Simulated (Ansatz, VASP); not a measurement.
# LiGaI2 in VASP and in Ansatz

```
CELL_PARAMETERS angstrom
2.20309 1.27195 7.58481
-2.20309 1.27195 7.58481
0.00000 -2.54391 7.58481
ATOMIC_POSITIONS crystal
Li 0.50000 0.50000 0.50000
Ga 0.00000 0.00000 0.00000
I 0.75991 0.75991 0.75991
I 0.24009 0.24009 0.24009
```

Change from the starting cell: species swapped into the CsTbS2 type (R-3m, No. 166).

Alike in both runs: functional PBE; k mesh 6 × 6 × 6; occupations gaussian, width 0.1 eV; no spin polarisation.

Ansatz relaxed the structure, and its values are those at the end. VASP's run is a single point on that final structure, the one shown.

|  | VASP | Ansatz |
| --- | --- | --- |
| version | VASP 6.6.1 | Ansatz 0.2.0 |
| potentials or method | VASP PAW PBE potentials, release 64 (Li_sv, Ga_d, I), cutoff 520 eV | scalar-relativistic, plane waves, PAW |
| valence electrons in the cell | 30 | 50 |

|  | VASP | Ansatz | Ansatz less VASP |
| --- | --- | --- | --- |
| gap on the k mesh at the Fermi level (eV) | 1.96 | 1.97 | +0.004 |
| least direct gap on the mesh (eV) | 2.40 | 2.40 | +0.001 |
| rms of the force components (eV/Å) | 0.013 | 0.013 | +0.0002 |

VASP's potentials hold 30 valence electrons a cell and Ansatz's 50, so a difference there can come from the potentials and not from the codes.

Spin-orbit coupling is off throughout. Noted on VASP's run: the cutoff is short for stress, so the pressure is rough.
